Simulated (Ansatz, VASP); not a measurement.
## Two plane-wave programs on Te

INCAR

```
PREC     = Accurate       # precision mode
ENCUT    = 520            # plane-wave cutoff, eV
EDIFF    = 1E-6           # SCF threshold, eV
ISMEAR   = -1             # smearing method
SIGMA    = 0.01           # smearing width, eV
LREAL    = F              # projectors in reciprocal space
LASPH    = T              # aspherical terms in the spheres
NELM     = 150            # most SCF steps
ALGO     = Normal         # electronic algorithm
ISIF     = 2              # what is computed and relaxed
LWAVE    = F              # write WAVECAR
LCHARG   = F              # write CHGCAR
ISPIN    = 2              # spin polarisation
MAGMOM   = 2              # initial moments
LORBIT   = 11             # projections on sites
NBANDS   = 13             # bands
ISYM     = 0
```

File KPOINTS:

```
Automatic mesh
0
Gamma
  1 1 1
```

File POSCAR:

```
Te
1.0
   14.0000000000      0.0000000000      0.0000000000
    0.0000000000     14.4000000000      0.0000000000
    0.0000000000      0.0000000000     14.8000000000
Te
1
Direct
    0.5000000000      0.5000000000      0.5000000000
```

Input for Ansatz:

```yaml
crystal:
  lattice:
    - [14.0, 0.0, 0.0]
    - [0.0, 14.4, 0.0]
    - [0.0, 0.0, 14.8]
  atoms:
    - { symbol: Te, position: [0.5, 0.5, 0.5], spin: 2.0 }
  symmetry: { detect: false, time_reversal: true }
hamiltonian:
  xc: lda
  pseudopotentials:
    kind: paw
    azcp:
      Te: "pseudopotentials/Te.paw.azcp"
basis:
  ecutwfc: 420
  fft_grid_basis: typed
kpoints:
  mp_grid: { grid: [1, 1, 1], shift: [0, 0, 0] }
magnetization:
  spin_polarized: true
scf:
  occupations: { method: fermi_dirac, width: 0.01 }
```

Alike in both runs: task single point; functional LDA; k mesh 1 × 1 × 1; occupations fermi-dirac, width 0.01 eV; collinear spin.

```csv
,VASP,Ansatz
version,VASP 6.6.1,Ansatz 0.2.0
potentials or method,"VASP PAW LDA potentials, release 64 (Te), cutoff 520 eV","plane waves (420 eV) with PAW, scalar-relativistic"
valence electrons in the cell,6,16
```

```csv
,VASP,Ansatz,Ansatz less VASP
net moment per atom (μB),2.00,2.00,0.000
size of the moment on the site where the two differ most (μB),0.95,2.00,+1.051
```

Ansatz warns that its potentials were made for another functional, while VASP's fit it. LDA's correlation is that of Perdew and Zunger in VASP and of Perdew and Wang (1992) in Ansatz. Site moments also hang on the region over which each program counts them. VASP's potentials hold 6 valence electrons a cell and Ansatz's 16, so a difference there can come from the potentials and not from the codes. Ansatz's warnings: open shared shell at semilocal close.

Neither program's run includes spin-orbit coupling.
